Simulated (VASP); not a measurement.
Zr3Ag: electric field gradients with LDA

Zr3Ag:

```
CELL_PARAMETERS angstrom
4.58117 0.00000 0.00000
0.00000 4.58117 0.00000
0.00000 0.00000 3.99924
ATOMIC_POSITIONS crystal
Zr 0.50000 0.50000 0.00000
Zr 0.00000 0.50000 0.50000
Zr 0.50000 0.00000 0.50000
Ag 0.00000 0.00000 0.00000
```

- Program: VASP 6.6.1
- Task: electric field gradients
- Functional: LDA
- Potentials or basis: VASP PAW LDA potentials, release 64 (Zr_sv, Ag)
- Cutoff: 520 eV
- k mesh: 7 × 7 × 8
- Occupations: fermi-dirac, width 0.05 eV
- Spin: no spin polarisation
- Dipole correction: no
- Further INCAR settings: ALGO = Normal; EDIFF = 1e-08; NBANDS = 32

- Pressure: -5.7 GPa
- Band gap on the k mesh: zero (an odd number of electrons rules out a gap without spin polarisation)
- Largest electric field gradient by atom: Zr -14.5, +36.3 (each value once); Ag +7.8 V/Å²

Stress tensor (GPa, compression positive):
```
-6.58  0.00  0.00
 0.00 -6.58  0.00
 0.00  0.00 -4.09
```

Levels at points of the mesh, in eV from the Fermi level:
```
           k point  band 21  band 22  band 23  band 24  band 25  band 26  band 27  band 28
(0.00, 0.00, 0.00)    -0.86    -0.86    -0.84    -0.19     2.13     2.13     3.21     3.21
(0.00, 0.00, 0.50)    -0.89    -0.89    -0.83     0.86     0.89     0.89     2.22     2.22
```

Electric field gradients, principal values (V/Å²):
```csv
atom,least,middle,greatest (by size)
1 Zr,7.247,7.247,-14.494
2 Zr,-15.280,-20.996,36.276
3 Zr,-15.280,-20.996,36.276
4 Ag,-3.876,-3.876,7.751
```

Run time: 2.1 min on 1 thread of Intel(R) Xeon(R) Platinum 8488C (Sapphire Rapids) (shared host), peak memory 0.24 GiB.

Caveat: the cell stands under tension; without QUAD_EFG the Cq values of the log hold for a quadrupole moment of 1 mb, not for the nuclei.
